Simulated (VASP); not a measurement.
# AlRu (P4/mmm) in VASP: a series of runs

The runs below take AlRu through single point, with PBEsol.

Program: VASP 6.6.1. These are calculated values, not measurements. Logs are shortened: lines on timing, memory, paths and dates and some standing lists are left out, and cuts for length are marked.

## (1) The cell of the first run

It takes space group P4/mmm (No. 123, tetragonal). The conventional cell has a = 3.005 Å, b = 3.005 Å, c = 2.887 Å, α = 90.00°, β = 90.00°, γ = 90.00°. Al (site symmetry 4/mmm) has 8 Ru at 2.57 Å and 6 Al at 2.89 to 3.01 Å within 3.4 Å. Within 3.4 Å of Ru (site symmetry 4/mmm) lie 8 Al at 2.57 Å and 6 Ru at 2.89 to 3.01 Å.

## (2) Single point, PBEsol (uniaxial strain along a: -3.0 %, then relaxed in part)

File INCAR:

```
  PREC = Accurate
  ENCUT = 520
  EDIFF = 1E-6
  ISMEAR = 0
  SIGMA = 0.1
  LREAL = False
  LASPH = True
  NELM = 100
  ALGO = Fast
  ISIF = 2
  LWAVE = False
  LCHARG = False
  GGA = PS
  NBANDS = 16
```

File KPOINTS:

```
regular mesh
0
Gamma
  18 18 18
```

File POSCAR:

```
AlRu
1.0
    2.8870250209      0.0000000000      0.0000000000
    0.0000000000      3.0053909388      0.0000000000
    0.0000000000      0.0000000000      3.0053909388
Al Ru
1 1
Direct
    0.0000000000      0.0000000000      0.0000000000
    0.5000000000      0.5000000000      0.5000000000
```

Potentials or basis: VASP PAW PBE potentials, release 64 (Al, Ru_pv).

Run with:

```
$ cat potpaw_PBE.64/Al/POTCAR potpaw_PBE.64/Ru_pv/POTCAR > POTCAR
$ mpirun -np 1 vasp_std > vasp.out
```

OUTCAR:

```text
PREC = Accurate
   ENCUT = 520
   EDIFF = 1E-6
   ISMEAR = 0
   LREAL = False
   LASPH = True
   NELM = 100
   ISIF = 2
   GGA = PS

 ion  position               nearest neighbor table
   1  0.000  0.000  0.000-   2 2.57   2 2.57   2 2.57   2 2.57   2 2.57   2 2.57   2 2.57   2 2.57

   2  0.500  0.500  0.500-   1 2.57   1 2.57   1 2.57   1 2.57   1 2.57   1 2.57   1 2.57   1 2.57

  LATTYP: Found a simple tetragonal cell.
 ALAT       =     3.0053909388
 C/A-ratio  =     0.9606154672

  Lattice vectors:

 A1 = (   0.0000000000,   3.0053909388,   0.0000000000)
 A2 = (   0.0000000000,   0.0000000000,   3.0053909388)
 A3 = (   2.8870250209,   0.0000000000,   0.0000000000)

Analysis of symmetry for initial positions (statically):
=====================================================================
 Subroutine PRICEL returns:
 Original cell was already a primitive cell.

 Routine SETGRP: Setting up the symmetry group for a
 simple tetragonal supercell.

 Subroutine GETGRP returns: Found 16 space group operations
 (whereof 16 operations were pure point group operations)
 out of a pool of 16 trial point group operations.

The static configuration has the point symmetry D_4h.

Analysis of symmetry for dynamics (positions and initial velocities):
=====================================================================
 Subroutine PRICEL returns:
 Original cell was already a primitive cell.

 Routine SETGRP: Setting up the symmetry group for a
 simple tetragonal supercell.

 Subroutine GETGRP returns: Found 16 space group operations
 (whereof 16 operations were pure point group operations)
 out of a pool of 16 trial point group operations.

The dynamic configuration has the point symmetry D_4h.

 Subroutine INISYM returns: Found 16 space group operations
 (whereof 16 operations are pure point group operations),
 and found     1 'primitive' translations

----------------------------------------------------------------------------------------

                                     Primitive cell

  volume of cell :      26.0767

  direct lattice vectors                    reciprocal lattice vectors
     2.887025021  0.000000000  0.000000000     0.346377324  0.000000000  0.000000000
     0.000000000  3.005390939  0.000000000     0.000000000  0.332735415  0.000000000
     0.000000000  0.000000000  3.005390939     0.000000000  0.000000000  0.332735415

  length of vectors
     2.887025021  3.005390939  3.005390939     0.346377324  0.332735415  0.332735415
[... 76 lines left out ...]
   LNONCOLLINEAR =      F non collinear calculations
   LSORBIT =      F    spin-orbit coupling
   LASPH  =      T    aspherical Exc in radial PAW
   ENCUT  =  520.0 eV  38.22 Ry    6.18 a.u.   5.37  5.59  5.59*2*pi/ulx,y,z
   NELM   =    100;   NELMIN=  2; NELMDL= -5     # of ELM steps
   EDIFF  = 0.1E-05   stopping-criterion for ELM
   LREAL  =      F    real-space projection
   EDIFFG = 0.1E-04   stopping-criterion for IOM
   NSW    =      0    number of steps for IOM
   IBRION =     -1    ionic relax: 0-MD 1-quasi-New 2-CG
   NFREE  =      0    steps in history (QN), initial steepest desc. (CG)
   ISIF   =      2    stress and relaxation
   ISYM   =      2    0-nonsym 1-usesym 2-fastsym
   POTIM  = 0.5000    time-step for ionic-motion
   TEBEG  =    0.0;   TEEND  =   0.0 temperature during run
   PSTRESS=    0.0 pullay stress
   NELECT =      17.0000    total number of electrons
   NUPDOWN=      -1.0000    fix difference up-down
   EMIN   =  10.00;   EMAX   =-10.00  energy-range for DOS
   EFERMI =   0.00;   METHOD = LEGACY
   ISMEAR =     0;   SIGMA  =   0.10  broadening in eV -4-tet -1-fermi 0-gaus
   EFERMI_NEDOS =   21; number of points for ismear=-14 and -15
   IALGO  =     68    algorithm
   IMIX   =      4    mixing-type and parameters
     AMIX     =   0.40;   BMIX     =  1.00
     AMIX_MAG =   1.60;   BMIX_MAG =  1.00
  volume/ion in A,a.u.               =      13.04        87.99
  Fermi-wavevector in a.u.,A,eV,Ry     =   1.419516  2.682496 27.416091  2.015026
  Thomas-Fermi vector in A             =   2.540528
   LORBIT       =      0    0 simple, 1 ext, 2 COOP (PROOUT), +10 PAW based schemes
   GGA     = PS    functional components
   LHFCALC =     F    Hartree Fock is set to
   AEXX    =    0.0000 exact exchange contribution
   IVDW    =     0    specifies the selected vdW correction
   LEPSILON=     F    determine dielectric tensor
   LRPA    =     F    only Hartree local field effects (RPA)
 non-spin polarized calculation
 RMM-DIIS sequential band-by-band and
 Gauss-broadening in eV      SIGMA  =   0.10
  energy-cutoff  :      520.00
  volume of cell :       26.08
 maximum number of plane-waves:       723
 NGX is ok and might be reduce to    24
   NGX = 11   NGY = 11   NGZ = 11

 number of electron      17.0000000 magnetization

 Free energy of the ion-electron system (eV)
  ---------------------------------------------------
  ext. energy  EPLUGINS =         0.00000000
  ---------------------------------------------------
  free energy    TOTEN  =       -15.50587638 eV

  energy without entropy =      -15.49845351  energy(sigma->0) =      -15.50216494

 E-fermi :  10.9838     XC(G=0): -12.8235

 val. band max:       10.9773071890   @ k =   0.0556   0.4444   0.1667
 cond. band min:      10.9851323288   @ k =   0.1111   0.5000   0.1111
 fundamental gap:      0.0078251397
 Fermi energy:        10.9837947393

 k-point     1 :       0.0000    0.0000    0.0000
  band No.  band energies     occupation
      1     -30.7652      2.00000
      2     -30.7652      2.00000
      3     -30.7058      2.00000
      4       1.1320      2.00000
      5       7.2216      2.00000
      6       7.2385      2.00000
[... 433 lines left out ...]
      3     -30.7564      2.00000
      4       1.9203      2.00000
      5       7.4912      2.00000
      6       7.5782      2.00000
[... 8 lines left out ...]
     15      23.8610      0.00000
     16      28.3763      0.00000

 [... further k-points ...]
[... 5 lines left out ...]
  --------------------------------------------------------------------------------------
  -------------------------------------------------------------------------------------
  Total        1.2996279      0.0158778      0.0158778      0.0000000      0.0000000      0.0000000
  in kB       79.8504031      0.9755475      0.9755475      0.0000000      0.0000000      0.0000000
  external PRESSURE =      27.2671660 kB  Pullay stress =       0.0000000 kB

 VOLUME and BASIS-vectors are now :
 -----------------------------------------------------------------------------
  energy-cutoff  :      520.00
  volume of cell :       26.08
      direct lattice vectors                 reciprocal lattice vectors
     2.887025021  0.000000000  0.000000000     0.346377324  0.000000000  0.000000000
     0.000000000  3.005390939  0.000000000     0.000000000  0.332735415  0.000000000
     0.000000000  0.000000000  3.005390939     0.000000000  0.000000000  0.332735415

 POSITION                                       TOTAL-FORCE (eV/Angst)
 -----------------------------------------------------------------------------------
      0.00000      0.00000      0.00000         0.000000      0.000000      0.000000
      1.44351      1.50270      1.50270         0.000000      0.000000      0.000000
 -----------------------------------------------------------------------------------
    total drift:                                0.000000     -0.000000     -0.000000

  FREE ENERGIE OF THE ION-ELECTRON SYSTEM (eV)
  ---------------------------------------------------
  free  energy   TOTEN  =       -15.5058763773 eV

  energy  without entropy=      -15.4984535090  energy(sigma->0) =      -15.50216494
```

OSZICAR:

```text
N       E                     dE             d eps       ncg     rms          rms(c)
DAV:   1     0.115641816898E+03    0.11564E+03   -0.91838E+03 17960   0.992E+02
DAV:   2    -0.144136751806E+02   -0.13006E+03   -0.12398E+03 20696   0.294E+02
DAV:   3    -0.162914664000E+02   -0.18778E+01   -0.18723E+01 22744   0.370E+01
DAV:   4    -0.163049015985E+02   -0.13435E-01   -0.13413E-01 21840   0.328E+00
DAV:   5    -0.163050944753E+02   -0.19288E-03   -0.19274E-03 21376   0.382E-01    0.140E+01
RMM:   6    -0.155984449289E+02    0.70665E+00   -0.22889E+00 18082   0.118E+01    0.245E+00
RMM:   7    -0.155241659693E+02    0.74279E-01   -0.13306E-01 18651   0.299E+00    0.212E+00
RMM:   8    -0.155061799473E+02    0.17986E-01   -0.17292E-02 19517   0.939E-01    0.197E-01
RMM:   9    -0.155058803474E+02    0.29960E-03   -0.13481E-03 20247   0.309E-01    0.135E-01
RMM:  10    -0.155058760027E+02    0.43447E-05   -0.21297E-04 21137   0.135E-01    0.395E-02
RMM:  11    -0.155058776606E+02   -0.16578E-05   -0.59125E-05 20928   0.666E-02    0.235E-02
RMM:  12    -0.155058758663E+02    0.17943E-05   -0.14955E-05 21445   0.328E-02    0.172E-02
RMM:  13    -0.155058763773E+02   -0.51102E-06   -0.30409E-06 16864   0.145E-02
   1 F= -.15505876E+02 E0= -.15502165E+02  d E =-.742287E-02
```

It took 85 s on 1 thread of Intel Xeon 6975P-C (Granite Rapids), shared host; peak memory 0.32 GiB.

Results:

```
Free energy : -15.5059 eV
Pressure    : 2.7 GPa
```

Caveat: the cell differs from its parent crystal (uniaxial strain along a: -3.0 %, then relaxed in part); the PAW data sets were made with another functional, which shifts forces and pressure a little.

## (3) Single point, PBEsol (uniaxial strain along a: -1.5 %, then relaxed in part)

File INCAR:

```
PREC = Accurate ; ENCUT = 520
EDIFF = 1E-6 ; ISMEAR = 0
SIGMA = 0.1 ; LREAL = False
LASPH = True ; NELM = 100
ALGO = Fast ; ISIF = 2
LWAVE = False ; LCHARG = False
GGA = PS ; NBANDS = 16
```

File KPOINTS:

```
Automatic mesh
0
Gamma
  18 18 18
```

File POSCAR:

```
AlRu
1.0
    2.9316697377      0.0000000000      0.0000000000
    0.0000000000      2.9902617108      0.0000000000
    0.0000000000      0.0000000000      2.9902617108
Al Ru
1 1
Direct
    0.0000000000      0.0000000000      0.0000000000
    0.5000000000      0.5000000000      0.5000000000
```

Potentials or basis: VASP PAW PBE potentials, release 64 (Al, Ru_pv).

Run with:

```
$ cat potpaw_PBE.64/Al/POTCAR potpaw_PBE.64/Ru_pv/POTCAR > POTCAR
$ mpirun -np 1 vasp_std > vasp.out
```

Run time: 76 s. Hardware: 1 thread of Intel Xeon 6975P-C (Granite Rapids), shared host; peak memory 0.32 GiB.

The run converged. Its results:

```yaml
Free_energy: -15.5205 eV
Pressure: 1.2 GPa
```

Stress tensor (GPa, compression positive):
```
 3.78  0.00  0.00
 0.00 -0.02  0.00
 0.00  0.00 -0.02
```

Levels at points of the mesh, in eV from the Fermi level:
| k point | band 5 | band 6 | band 7 | band 8 | band 9 | band 10 | band 11 | band 12 | band 13 | band 14 |
| --- | --- | --- | --- | --- | --- | --- | --- | --- | --- | --- |
| (0.00, 0.00, 0.00) | -3.72 | -3.71 | 0.11 | 0.24 | 0.24 | 5.97 | 5.97 | 6.59 | 11.06 | 11.16 |
| (0.50, 0.00, 0.00) | -5.36 | -2.83 | -1.73 | -1.73 | 0.40 | 2.60 | 7.42 | 10.94 | 10.94 | 12.99 |
| (0.00, 0.50, 0.00) | -5.59 | -2.91 | -1.72 | -1.48 | 0.49 | 2.24 | 7.44 | 10.93 | 11.46 | 12.87 |
| (0.50, 0.50, 0.00) | -3.15 | -1.41 | -1.30 | -1.27 | -1.23 | 1.62 | 5.52 | 6.54 | 10.62 | 12.00 |
| (0.00, 0.50, 0.50) | -3.24 | -1.46 | -1.46 | -1.08 | -1.08 | 1.49 | 5.23 | 6.41 | 11.09 | 12.00 |
| (0.50, 0.50, 0.50) | -4.76 | -4.73 | 1.60 | 1.75 | 2.73 | 4.11 | 4.11 | 4.24 | 8.58 | 8.87 |

Caveat: the cell differs from its parent crystal (uniaxial strain along a: -1.5 %, then relaxed in part); the PAW data sets were made with another functional, which shifts forces and pressure a little.
